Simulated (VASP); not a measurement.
# NbSi2 (P6_222) in VASP: further runs, part 2 of 2

VASP 6.6.1.

**3. Single point, PBE**

This run uses another cell than the first one, of 14.74 Å³/atom.

INCAR reads:

```
SYSTEM = NbSi2
PREC = Accurate
ENCUT = 520
EDIFF = 1E-7
ISMEAR = -1
SIGMA = 0.1
LREAL = .False.
LASPH = .True.
NELM = 80
ALGO = Normal
ISIF = 2
LWAVE = .False.
LCHARG = .False.
GGA = PE
NBANDS = 42
```

KPOINTS reads:

```
Automatic mesh
0
Gamma
  8 8 5
  0 0 0
```

POSCAR reads:

```
NbSi2
1.0
    4.8126693873      0.0000000000      0.0000000000
   -2.4063346937      4.1678939494      0.0000000000
    0.0000000000      0.0000000000      6.6152103628
Nb Si
3 6
Direct
    0.5000000000      0.0000000000      0.5000000000
    0.5000000000      0.5000000000      0.8333333333
    0.0000000000      0.5000000000      0.1666666667
    0.1594488533      0.3188977066      0.5000000000
    0.8405511467      0.1594488533      0.8333333333
    0.6811022934      0.8405511467      0.1666666667
    0.8405511467      0.6811022934      0.5000000000
    0.1594488533      0.8405511467      0.8333333333
    0.3188977066      0.1594488533      0.1666666667
```

Potentials or basis: VASP PAW PBE potentials, release 64 (Nb_sv, Si).

Command:

```sh
cat potpaw_PBE.64/Nb_sv/POTCAR potpaw_PBE.64/Si/POTCAR > POTCAR
mpirun -np 1 vasp_std > vasp.out
```

OUTCAR:

```text
SYSTEM = NbSi2
   PREC = Accurate
   ENCUT = 520
   EDIFF = 1E-7
   ISMEAR = -1
   LREAL = .False.
   LASPH = .True.
   NELM = 80
   ISIF = 2
   GGA = PE

 ion  position               nearest neighbor table
   1  0.500  0.000  0.500-   5 2.62   8 2.62   6 2.62   9 2.62   4 2.75   7 2.75   7 2.75   4 2.75
                             4 2.84   7 2.84
   2  0.500  0.500  0.833-   4 2.62   7 2.62   6 2.62   9 2.62   8 2.75   5 2.75   8 2.75   5 2.75
                             8 2.84   5 2.84
   3  0.000  0.500  0.167-   4 2.62   7 2.62   5 2.62   8 2.62   9 2.75   6 2.75   9 2.75   6 2.75
                             6 2.84   9 2.84
[... 1309 lines left out ...]
  in kB       -2.4013705     -2.4013705     -2.8018623      0.0000000      0.0000000      0.0000000
  external PRESSURE =      -2.5348678 kB  Pullay stress =       0.0000000 kB

 VOLUME and BASIS-vectors are now :
 -----------------------------------------------------------------------------
  energy-cutoff  :      520.00
  volume of cell :      132.69
      direct lattice vectors                 reciprocal lattice vectors
     4.812669387  0.000000000  0.000000000     0.207784894  0.119964665  0.000000000
    -2.406334694  4.167893949  0.000000000     0.000000000  0.239929329  0.000000000
     0.000000000  0.000000000  6.615210363     0.000000000  0.000000000  0.151166773

 POSITION                                       TOTAL-FORCE (eV/Angst)
 -----------------------------------------------------------------------------------
      2.40633      0.00000      3.30761        -0.000000      0.000000     -0.000000
      1.20317      2.08395      5.51268        -0.000000      0.000000     -0.000000
     -1.20317      2.08395      1.10254        -0.000000      0.000000     -0.000000
     -0.00000      1.32913      3.30761         0.000000     -0.001152     -0.000000
      3.66161      0.66457      5.51268         0.000998     -0.000576      0.000000
      1.25527      3.50333      1.10254         0.000998      0.000576      0.000000
      2.40633      2.83876      3.30761        -0.000000      0.001152     -0.000000
     -1.25527      3.50333      5.51268        -0.000998      0.000576     -0.000000
      1.15106      0.66457      1.10254        -0.000998     -0.000576     -0.000000
 -----------------------------------------------------------------------------------
    total drift:                                0.000000      0.000000      0.000001

  FREE ENERGIE OF THE ION-ELECTRON SYSTEM (eV)
  ---------------------------------------------------
  free  energy   TOTEN  =       -68.2834134755 eV

  energy  without entropy=      -68.1822528593  energy(sigma->0) =      -68.23283317
```

stdout:

```text
POSCAR found type information on POSCAR NbSi
 POSCAR found :  2 types and       9 ions
 scaLAPACK will be used
 LDA part: xc-table for (Slater+PW92), standard interpolation
 POSCAR, INCAR and KPOINTS ok, starting setup
 FFT: planning ... GRIDC
 FFT: planning ... GRID_SOFT
 FFT: planning ... GRID
 WAVECAR not read
 entering main loop
```

Run time: 1.7 min. Hardware: 1 thread of AMD EPYC 9R45 (Zen 5), shared host; peak memory 0.27 GiB.

What came out:

```yaml
Free_energy: -68.2834 eV
Pressure: -0.3 GPa
Band_gap_on_the_k_mesh: zero (an odd number of electrons rules out a gap without spin polarisation)
```

Levels at points of the mesh, in eV from the Fermi level:
```csv
k point,band 29,band 30,band 31,band 32,band 33,band 34,band 35,band 36
"(0.00, 0.00, 0.00)",-2.12,-1.91,-1.91,-1.03,0.78,3.15,3.19,3.31
"(0.50, 0.00, 0.00)",-1.01,-0.69,-0.11,0.03,0.77,1.19,1.56,1.98
```

**4. Single point, r2SCAN**

This run uses another cell than the first one, of 14.57 Å³/atom.

POSCAR reads:

```
NbSi2
1.0
    4.7956922594      0.0000000000      0.0000000000
   -2.3978461297      4.1531913254      0.0000000000
    0.0000000000      0.0000000000      6.5816903131
Nb Si
3 6
Direct
    0.5000000000      0.0000000000      0.5000000000
    0.5000000000      0.5000000000      0.8333333333
    0.0000000000      0.5000000000      0.1666666667
    0.1586235342      0.3172470683      0.5000000000
    0.8413764658      0.1586235342      0.8333333333
    0.6827529317      0.8413764658      0.1666666667
    0.8413764658      0.6827529317      0.5000000000
    0.1586235342      0.8413764658      0.8333333333
    0.3172470683      0.1586235342      0.1666666667
```

INCAR.step1 reads:

```
SYSTEM = NbSi2
  PREC = Accurate
  ENCUT = 520
  ISMEAR = -1
  SIGMA = 0.1
  LREAL = .False.
  LASPH = .True.
  NELM = 60
  NBANDS = 42
  GGA = PE
  ALGO = Normal
  EDIFF = 1E-4
  LWAVE = .True.
  LCHARG = .False.
```

INCAR.step2 reads:

```
SYSTEM = NbSi2
  PREC = Accurate
  ENCUT = 520
  EDIFF = 1E-7
  ISMEAR = -1
  SIGMA = 0.1
  LREAL = .False.
  LASPH = .True.
  NELM = 60
  ALGO = Normal
  ISIF = 2
  LWAVE = .False.
  LCHARG = .False.
  METAGGA = R2SCAN
  LMIXTAU = .True.
  NBANDS = 42
  ISTART = 1
```

KPOINTS is that of step 3.

Command:

```sh
cat potpaw_PBE.64/Nb_sv/POTCAR potpaw_PBE.64/Si/POTCAR > POTCAR
cp INCAR.step1 INCAR
mpirun -np 1 vasp_std > vasp.out
cp INCAR.step2 INCAR
mpirun -np 1 vasp_std > vasp.out
```

Run time: 7.1 min. Hardware: 1 thread of AMD EPYC 9R45 (Zen 5), shared host; peak memory 0.3 GiB.

It converged, with:

* Free energy: -132.0151 eV
* Pressure: -0.3 GPa
* Band gap on the k mesh: zero (an odd number of electrons rules out a gap without spin polarisation)

Levels at points of the mesh, in eV from the Fermi level:
```csv
k point,band 30,band 31,band 32,band 33,band 34,band 35
"(0.00, 0.00, 0.00)",-2.07,-2.07,-1.18,0.91,3.37,3.60
"(0.50, 0.00, 0.00)",-0.72,-0.11,-0.03,0.84,1.28,1.66
```

Caveat: the PAW data sets were made with another functional, which shifts forces and pressure a little.

**5. Overview**

```tsv
level	cell	gap on the mesh (eV)	pressure (GPa)
PBEsol	a = 4.770, b = 4.770, c = 6.573 Å, angles 90.0, 90.0, 120.0°, 9 atoms	none	-0.1
PBE	a = 4.813, b = 4.813, c = 6.615 Å, angles 90.0, 90.0, 120.0°, 9 atoms	none	-0.3
r2SCAN	a = 4.796, b = 4.796, c = 6.582 Å, angles 90.0, 90.0, 120.0°, 9 atoms	none	-0.3
```

Alike in all rows: task single point; potentials or basis VASP PAW PBE potentials, release 64 (Nb_sv, Si); no spin polarisation; k mesh 8 × 8 × 5; cutoff (eV) 520; smearing fermi-dirac 0.1 eV.

Caveats: the PAW data sets were made with another functional, which shifts forces and pressure a little (at least some runs).

Absolute energies hang on the potentials; compare differences alone.
